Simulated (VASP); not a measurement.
Set up this calculation in VASP 6.6.1, as the native input.

```
Task                   : single point
Functional             : PBE
Potentials or basis    : VASP PAW PBE potentials, release 64 (Ti_sv, O)
Cutoff                 : 520 eV
k mesh                 : 8 × 8 × 11
Occupations            : fermi-dirac, width 0.08 eV
Spin                   : no spin polarisation
Dipole correction      : no
Further INCAR settings : ALGO = Normal; EDIFF = 1e-06; NBANDS = 33
```

The structure of TiO2 (rutile type) lies in POSCAR:

```
TiO2
1.0
    3.8404892369      0.0000000000      0.0000000000
    0.0000000000      3.8404892369      0.0000000000
    0.0000000000      0.0000000000      2.6861121789
Ti O
2 4
Direct
    0.0000000000      0.0000000000      0.0000000000
    0.5000000000      0.5000000000      0.5000000000
    0.3031660515      0.3031660515      0.0000000000
    0.6968339485      0.6968339485      0.0000000000
    0.8031660515      0.1968339485      0.5000000000
    0.1968339485      0.8031660515      0.5000000000
```

These files were run (other wordings do the same):

INCAR

```
SYSTEM = TiO2
ALGO     = Normal         ! electronic algorithm
EDIFF    = 1E-6           ! SCF threshold, eV
ENCUT    = 520            ! plane-wave cutoff, eV
GGA      = PE             ! functional
ISIF     = 2              ! what is computed and relaxed
ISMEAR   = -1             ! smearing method
LASPH    = .TRUE.         ! aspherical terms in the spheres
LCHARG   = .FALSE.        ! write CHGCAR
LREAL    = .FALSE.        ! projectors in reciprocal space
LWAVE    = .FALSE.        ! write WAVECAR
NBANDS   = 33             ! bands
NELM     = 60             ! most SCF steps
PREC     = Accurate       ! precision mode
SIGMA    = 0.08           ! smearing width, eV
```

KPOINTS

```
k-points
0
G
  8 8 11
  0 0 0
```

Potentials or basis: VASP PAW PBE potentials, release 64 (Ti_sv, O).

Run with:

```bash
$ cat potpaw_PBE.64/Ti_sv/POTCAR potpaw_PBE.64/O/POTCAR > POTCAR
$ mpirun -np 1 vasp_std > vasp.out
```

Results of the run:

```json
{
  "Pressure": "278.0 GPa",
  "Largest force": "0.048 eV/Å",
  "Band gap on the k mesh": "2.76 eV, direct"
}
```

It took 2.1 min on 1 thread of AMD EPYC 7R43 64-Core Processor (Zen 3), on a shared host, peak memory 0.17 GiB.
